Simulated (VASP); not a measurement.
Input of a VASP 6.6.1 run:

The input INCAR:

```
PREC = Accurate
ENCUT = 520
EDIFF = 1E-6
ISMEAR = 0
SIGMA = 0.15
LREAL = F
LASPH = T
NELM = 80
ALGO = Fast
ISIF = 2
LWAVE = F
LCHARG = F
GGA = PS
NBANDS = 66
```

KPOINTS

```
Automatic mesh
0
Gamma
  8 8 8
```

The input POSCAR:

```
W
1.0
    5.0320434147      0.0000000000      0.0000000000
    0.0000000000      5.0320434147      0.0000000000
    0.0000000000      0.0000000000      5.0320434147
W
8
Direct
    0.0000000000      0.0000000000     -0.1192358552
    0.5000000000      0.5000000000      0.5000000000
    0.0000000000      0.5000000000      0.2500000000
    0.0000000000      0.5000000000      0.7500000000
    0.2500000000      0.0000000000      0.5000000000
    0.7500000000      0.0000000000      0.5000000000
    0.5000000000      0.7500000000      0.0000000000
    0.5000000000      0.2500000000      0.0000000000
```

Potentials or basis: VASP PAW PBE potentials, release 64 (W_sv).

Command:

```sh
$ cat potpaw_PBE.64/W_sv/POTCAR > POTCAR
$ mpirun -np 1 vasp_std > vasp.out
```

Estimate the band gap on the k mesh.

zero (bands 56 and 57 overlap by 0.78 eV).

What does it give for the largest force?

12.466 eV/Å.

What does it give for the pressure?

13.1 GPa.

Forces on the atoms (eV/Å):
```
W    0.000  0.000 12.466
W    0.000  0.000 -0.674
W    0.000  0.000 -0.792
W    0.000  0.000 -0.720
W    1.959  0.000 -5.097
W   -1.959  0.000 -5.097
W    0.000 -0.521 -0.043
W    0.000  0.521 -0.043
```

Caveat: the cell differs from its parent crystal (atom 1 (W) moved -0.600 Å along Cartesian [0 0 1]); the stress differs along the axes, from 7 to 19 GPa; the PAW data sets were made with another functional, which shifts forces and pressure a little; spin-orbit coupling is left out, which moves the levels of the heavy elements.
